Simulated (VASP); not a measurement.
# As2P3 (P-3m1) in VASP: further runs

The runs below take As2P3 through single point, relaxation of cell and atoms, with PBE.

Program: VASP 6.6.1. These are calculated values, not measurements. Logs are shortened: lines on timing, memory, paths and dates and some standing lists are left out, and cuts for length are marked.

## (1) The cell of the first run

Symmetry: P-3m1, No. 164, trigonal system. Conventional cell: a = 4.076 Å, b = 4.076 Å, c = 6.341 Å, α = 90.00°, β = 90.00°, γ = 120.00°. Within 3.7 Å of P (site symmetry -3m) lie 6 As at 2.82 Å and 6 P at 3.26 Å. P (site symmetry 3m) has 4 As at 2.45 to 2.54 Å and 3 P at 2.99 Å within 3.2 Å. As (site symmetry 3m) has 7 P at 2.45 to 2.82 Å within 3.2 Å.

## (2) Single point, PBE

The input, INCAR:

```
ALGO = Normal
EDIFF = 1E-6
ENCUT = 520
GGA = PE
ISIF = 2
ISMEAR = 0
LASPH = T
LCHARG = T
LELF = T
LREAL = F
LVHAR = T
LWAVE = F
NBANDS = 20
NELM = 80
PREC = Accurate
SIGMA = 0.1
```

The input, KPOINTS:

```
k-points
0
Gamma
  6 6 4
```

The input, POSCAR:

```
As2P3
1.0
    4.0757114685      0.0000000000      0.0000000000
   -2.0378557343      3.5296696702      0.0000000000
    0.0000000000      0.0000000000      6.3411450005
P As
3 2
Direct
    0.0000000000      0.0000000000      0.0000000000
    0.3333333333      0.6666666667      0.6450000000
    0.6666666667      0.3333333333      0.3550000000
    0.3333333333      0.6666666667      0.2450000000
    0.6666666667      0.3333333333      0.7550000000
```

Potentials or basis: VASP PAW PBE potentials, release 64 (P, As).

Run with:

```bash
$ cat potpaw_PBE.64/P/POTCAR potpaw_PBE.64/As/POTCAR > POTCAR
$ mpirun -np 1 vasp_std > vasp.out
```

OUTCAR:

```text
EDIFF = 1E-6
   ENCUT = 520
   GGA = PE
   ISIF = 2
   ISMEAR = 0
   LASPH = T
   LREAL = F
   NELM = 80
   PREC = Accurate

 ion  position               nearest neighbor table
   1  0.000  0.000  0.000-   4 2.82   5 2.82   5 2.82   4 2.82   5 2.82   4 2.82
   2  0.333  0.667  0.645-   5 2.45   5 2.45   5 2.45   4 2.54
   3  0.667  0.333  0.355-   4 2.45   4 2.45   4 2.45   5 2.54
   4  0.333  0.667  0.245-   3 2.45   3 2.45   3 2.45   2 2.54   1 2.82   1 2.82   1 2.82
   5  0.667  0.333  0.755-   2 2.45   2 2.45   2 2.45   3 2.54   1 2.82   1 2.82   1 2.82

  LATTYP: Found a hexagonal cell.
 ALAT       =     4.0757114685
 C/A-ratio  =     1.5558375635

  Lattice vectors:

 A1 = (   4.0757114685,   0.0000000000,   0.0000000000)
 A2 = (  -2.0378557343,   3.5296696702,   0.0000000000)
 A3 = (   0.0000000000,   0.0000000000,   6.3411450005)

Analysis of symmetry for initial positions (statically):
=====================================================================
 Subroutine PRICEL returns:
 Original cell was already a primitive cell.

 Routine SETGRP: Setting up the symmetry group for a
 hexagonal supercell.

 Subroutine GETGRP returns: Found 12 space group operations
 (whereof 12 operations were pure point group operations)
 out of a pool of 24 trial point group operations.

The static configuration has the point symmetry D_3d.

Analysis of symmetry for dynamics (positions and initial velocities):
=====================================================================
 Subroutine PRICEL returns:
 Original cell was already a primitive cell.

 Routine SETGRP: Setting up the symmetry group for a
 hexagonal supercell.

 Subroutine GETGRP returns: Found 12 space group operations
 (whereof 12 operations were pure point group operations)
 out of a pool of 24 trial point group operations.

The dynamic configuration has the point symmetry D_3d.

 Subroutine INISYM returns: Found 12 space group operations
 (whereof 12 operations are pure point group operations),
 and found     1 'primitive' translations

----------------------------------------------------------------------------------------

                                     Primitive cell

  volume of cell :      91.2232

  direct lattice vectors                    reciprocal lattice vectors
     4.075711468  0.000000000  0.000000000     0.245355935  0.141656315  0.000000000
    -2.037855734  3.529669670  0.000000000     0.000000000  0.283312631  0.000000000
     0.000000000  0.000000000  6.341145001     0.000000000  0.000000000  0.157700226

  length of vectors
     4.075711468  4.075711469  6.341145001     0.283312631  0.283312631  0.157700226

  position of ions in fractional coordinates (direct lattice)
     0.000000000  0.000000000  0.000000000
     0.333333333  0.666666667  0.645000000
     0.666666667  0.333333333  0.355000000
     0.333333333  0.666666667  0.245000000
     0.666666667  0.333333333  0.755000000

  ion indices of the primitive-cell ions
   primitive index   ion index
                 1           1
                 2           2
                 3           3
                 4           4
                 5           5

----------------------------------------------------------------------------------------

 KPOINTS: k-points

Automatic generation of k-mesh.
 Grid dimensions read from file:
 generate k-points for:    6    6    4

 Generating k-lattice:

  Cartesian coordinates                     Fractional coordinates (reciprocal lattice)
     0.040892656  0.023609386  0.000000000     0.166666667  0.000000000  0.000000000
     0.000000000  0.047218772  0.000000000     0.000000000  0.166666667  0.000000000
     0.000000000  0.000000000  0.039425057     0.000000000  0.000000000  0.250000000

  Length of vectors
     0.047218772  0.047218772  0.039425057

  Shift w.r.t. Gamma in fractional coordinates (k-lattice)
     0.000000000  0.000000000  0.000000000

 Subroutine IBZKPT returns following result:
 ===========================================

 Found     24 irreducible k-points:

 Following reciprocal coordinates:
            Coordinates               Weight
  0.000000  0.000000  0.000000      1.000000
  0.166667  0.000000  0.000000      6.000000
  0.333333  0.000000  0.000000      6.000000
  0.500000  0.000000  0.000000      3.000000
  0.166667  0.166667  0.000000      6.000000
  0.333333  0.166667  0.000000     12.000000
[... 16 lines left out ...]
  0.333333  0.166667  0.500000     12.000000
  0.333333  0.333333  0.500000      2.000000
   k-points           NKPTS =     24   k-points in BZ     NKDIM =     24   number of bands    NBANDS=     20
   number of dos      NEDOS =    301   number of ions     NIONS =      5
   total plane-waves  NPLWV =  43200
   dimension x,y,z NGX =    30 NGY =   30 NGZ =   48
   dimension x,y,z NGXF=    60 NGYF=   60 NGZF=   96
   ions per type =               3   2
   NGX,Y,Z   is equivalent  to a cutoff of  12.24, 12.24, 12.58 a.u.
   NGXF,Y,Z  is equivalent  to a cutoff of  24.47, 24.47, 25.17 a.u.
 SYSTEM =  unknown system
   PREC   = accura    normal or accurate (medium, high low for compatibility)
   ISTART =      0    job   : 0-new  1-cont  2-samecut
   ICHARG =      2    charge: 1-file 2-atom 10-const
   ISPIN  =      1    spin polarized calculation?
   LNONCOLLINEAR =      F non collinear calculations
   LSORBIT =      F    spin-orbit coupling
   LASPH  =      T    aspherical Exc in radial PAW
   ENCUT  =  520.0 eV  38.22 Ry    6.18 a.u.   7.58  7.58 11.79*2*pi/ulx,y,z
   NELM   =     80;   NELMIN=  2; NELMDL= -5     # of ELM steps
   EDIFF  = 0.1E-05   stopping-criterion for ELM
   LREAL  =      F    real-space projection
   EDIFFG = 0.1E-04   stopping-criterion for IOM
   NSW    =      0    number of steps for IOM
   IBRION =     -1    ionic relax: 0-MD 1-quasi-New 2-CG
   NFREE  =      0    steps in history (QN), initial steepest desc. (CG)
   ISIF   =      2    stress and relaxation
   ISYM   =      2    0-nonsym 1-usesym 2-fastsym
   POTIM  = 0.5000    time-step for ionic-motion
   TEBEG  =    0.0;   TEEND  =   0.0 temperature during run
   PSTRESS=    0.0 pullay stress
   NELECT =      25.0000    total number of electrons
   NUPDOWN=      -1.0000    fix difference up-down
   EMIN   =  10.00;   EMAX   =-10.00  energy-range for DOS
   EFERMI =   0.00;   METHOD = LEGACY
   ISMEAR =     0;   SIGMA  =   0.10  broadening in eV -4-tet -1-fermi 0-gaus
   EFERMI_NEDOS =   21; number of points for ismear=-14 and -15
   IALGO  =     38    algorithm
   IMIX   =      4    mixing-type and parameters
     AMIX     =   0.40;   BMIX     =  1.00
     AMIX_MAG =   1.60;   BMIX_MAG =  1.00
  volume/ion in A,a.u.               =      18.24       123.12
  Fermi-wavevector in a.u.,A,eV,Ry     =   1.063375  2.009487 15.385010  1.130766
  Thomas-Fermi vector in A             =   2.198858
   LORBIT       =      0    0 simple, 1 ext, 2 COOP (PROOUT), +10 PAW based schemes
   GGA     = PE    functional components
   LHFCALC =     F    Hartree Fock is set to
   AEXX    =    0.0000 exact exchange contribution
   IVDW    =     0    specifies the selected vdW correction
   LEPSILON=     F    determine dielectric tensor
   LRPA    =     F    only Hartree local field effects (RPA)
 non-spin polarized calculation
 Gauss-broadening in eV      SIGMA  =   0.10
  energy-cutoff  :      520.00
  volume of cell :       91.22
 maximum number of plane-waves:      2480
   NGX = 15   NGY = 15   NGZ = 23

 number of electron      24.9999999 magnetization

 Free energy of the ion-electron system (eV)
  ---------------------------------------------------
  ext. energy  EPLUGINS =         0.00000000
  ---------------------------------------------------
  free energy    TOTEN  =       -22.27135010 eV

  energy without entropy =      -22.26005600  energy(sigma->0) =      -22.26570305

 E-fermi :   6.9827     XC(G=0): -10.4417

 val. band max:        6.9774537996   @ k =   0.3333   0.0000   0.5000
 cond. band min:       7.0746718358   @ k =   0.1667   0.1667   0.0000
 fundamental gap:      0.0972180361
 Fermi energy:         6.9826585210

 k-point     1 :       0.0000    0.0000    0.0000
  band No.  band energies     occupation
      1      -8.6805      2.00000
      2      -6.2149      2.00000
      3      -3.8908      2.00000
      4      -0.0326      2.00000
      5       1.9111      2.00000
      6       2.2961      2.00000
[... 12 lines left out ...]
     19       9.2067      0.00000
     20       9.8274      0.00000

 k-point     2 :       0.1667    0.0000    0.0000
  band No.  band energies     occupation
      1      -8.4002      2.00000
      2      -5.9530      2.00000
      3      -3.6969      2.00000
      4      -1.5507      2.00000
      5       0.5507      2.00000
      6       1.7605      2.00000
[... 12 lines left out ...]
     19       9.9366      0.00000
     20      10.6910      0.00000

 k-point     3 :       0.3333    0.0000    0.0000
  band No.  band energies     occupation
      1      -7.5980      2.00000
      2      -5.2799      2.00000
      3      -3.8414      2.00000
      4      -2.9012      2.00000
      5      -1.4155      2.00000
      6       0.9336      2.00000
[... 12 lines left out ...]
     19      11.6222      0.00000
     20      11.9087      0.00000

 k-point     4 :       0.5000    0.0000    0.0000
  band No.  band energies     occupation
      1      -6.7658      2.00000
      2      -5.4376      2.00000
      3      -4.1439      2.00000
      4      -2.7294      2.00000
      5      -2.4836      2.00000
      6       0.2448      2.00000
[... 429 lines left out ...]
 k-point    23 :       0.3333    0.1667    0.5000
  band No.  band energies     occupation
      1      -6.6110      2.00000
      2      -5.4840      2.00000
      3      -4.3028      2.00000
      4      -3.4339      2.00000
      5      -2.0557      2.00000
      6       0.2902      2.00000
[... 12 lines left out ...]
     19      12.3799      0.00000
     20      12.5700      0.00000

 k-point    24 :       0.3333    0.3333    0.5000
  band No.  band energies     occupation
      1      -5.7189      2.00000
      2      -5.7189      2.00000
      3      -3.8939      2.00000
      4      -3.8939      2.00000
      5      -3.2887      2.00000
      6      -0.3418      2.00000
[... 12 lines left out ...]
     19      12.3206      0.00000
     20      12.3206      0.00000

------------------------ aborting loop because EDIFF is reached ----------------------------------------

  FORCE on cell =-STRESS in cart. coord.  units (eV):
  Direction    XX          YY          ZZ          XY          YZ          ZX
  --------------------------------------------------------------------------------------
  -------------------------------------------------------------------------------------
  Total        3.7362100      3.7362100      1.7076064     -0.0000000      0.0000000      0.0000000
  in kB       65.6200688     65.6200688     29.9911545     -0.0000000      0.0000000      0.0000000
  external PRESSURE =      53.7437641 kB  Pullay stress =       0.0000000 kB

 VOLUME and BASIS-vectors are now :
 -----------------------------------------------------------------------------
  energy-cutoff  :      520.00
  volume of cell :       91.22
      direct lattice vectors                 reciprocal lattice vectors
     4.075711468  0.000000000  0.000000000     0.245355935  0.141656315  0.000000000
    -2.037855734  3.529669670  0.000000000     0.000000000  0.283312631  0.000000000
     0.000000000  0.000000000  6.341145001     0.000000000  0.000000000  0.157700226

 POSITION                                       TOTAL-FORCE (eV/Angst)
 -----------------------------------------------------------------------------------
      0.00000      0.00000      0.00000         0.000000      0.000000      0.000000
     -0.00000      2.35311      4.09004         0.000000      0.000000     -0.092213
      2.03786      1.17656      2.25111        -0.000000     -0.000000      0.092213
     -0.00000      2.35311      1.55358         0.000000     -0.000000     -0.853474
      2.03786      1.17656      4.78756        -0.000000      0.000000      0.853474
 -----------------------------------------------------------------------------------
    total drift:                                0.000000      0.000000     -0.000000

  FREE ENERGIE OF THE ION-ELECTRON SYSTEM (eV)
  ---------------------------------------------------
  free  energy   TOTEN  =       -22.2713500991 eV

  energy  without entropy=      -22.2600560022  energy(sigma->0) =      -22.26570305
```

Wall time 17 s (1 thread of Intel Xeon 6975P-C (Granite Rapids), shared host); peak memory 0.2 GiB.

Results:

```
Free energy   : -22.2714 eV
Pressure      : 5.4 GPa
Largest force : 0.853 eV/Å
```

Forces on the atoms (eV/Å):
```
P    0.000  0.000  0.000
P    0.000  0.000 -0.092
P    0.000  0.000  0.092
As   0.000  0.000 -0.853
As   0.000  0.000  0.853
```

Stress tensor (GPa, compression positive):
```
6.56 0.00 0.00
0.00 6.56 0.00
0.00 0.00 3.00
```

(Part 1 of 3 ends here.)
